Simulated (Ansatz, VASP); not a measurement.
**Zr3Ag: VASP beside Ansatz**

The input INCAR:

```
  ALGO = Normal
  EDIFF = 1E-8
  ENCUT = 520
  ISIF = 2
  ISMEAR = -1
  LASPH = True
  LCHARG = False
  LEFG = True
  LREAL = False
  LWAVE = False
  NBANDS = 32
  NELM = 60
  PREC = Accurate
  SIGMA = 0.05
```

File KPOINTS:

```
k-points
0
Gamma
  7 7 8
```

File POSCAR:

```
Zr3Ag
1.0
    4.6260858378      0.0000000000      0.0000000000
    0.0000000000      4.6260858378      0.0000000000
    0.0000000000      0.0000000000      4.0384533836
Zr Ag
3 1
Direct
    0.5000000000      0.5000000000      0.0000000000
    0.0000000000      0.5000000000      0.5000000000
    0.5000000000      0.0000000000      0.5000000000
    0.0000000000      0.0000000000      0.0000000000
```

Input for Ansatz:

```yaml
crystal:
  lattice:
    - [4.6260858378, 0.0, 0.0]
    - [0.0, 4.6260858378, 0.0]
    - [0.0, 0.0, 4.0384533836]
  atoms:
    - { symbol: Zr, position: [0.5, 0.5, 0.0] }
    - { symbol: Zr, position: [0.0, 0.5, 0.5] }
    - { symbol: Zr, position: [0.5, 0.0, 0.5] }
    - { symbol: Ag, position: [0.0, 0.0, 0.0] }
kpoints:
  mp_grid: { grid: [7, 7, 8] }
scf:
  occupations: { method: fermi_dirac, width: 0.05 }
hamiltonian:
  xc: lda
  pseudopotentials: { kind: all_electron, datasets: crystal }
output:
  forces: true
  stress: true
  eigenvalues: true
  efg: { contact_densities: true }
```

Change from the starting cell: volume scaled by 1.04, crystal datasets.

Alike in both runs: task electric field gradients; functional LDA; k mesh 7 × 7 × 8; occupations fermi-dirac, width 0.05 eV; no spin polarisation.

|  | VASP | Ansatz |
| --- | --- | --- |
| version | VASP 6.6.1 | Ansatz 0.2.0 |
| potentials or method | VASP PAW LDA potentials, release 64 (Zr_sv, Ag), cutoff 520 eV | all-electron PAW with datasets made for the crystal, scalar-relativistic |

|  | VASP | Ansatz | Ansatz less VASP |
| --- | --- | --- | --- |
| pressure (GPa) | -8.2 | -8.4 | -0.12 |
| traceless stress, the component that is largest in VASP (GPa) | 1.63 | 1.65 | +0.020 |
| size of Vzz on the site where it differs most (V/Å²) | 27.6 | 21.1 | -6.54 |

LDA's correlation is that of Perdew and Zunger in VASP and of Perdew and Wang (1992) in Ansatz. Ansatz ran all-electron here, and VASP with PAW potentials.
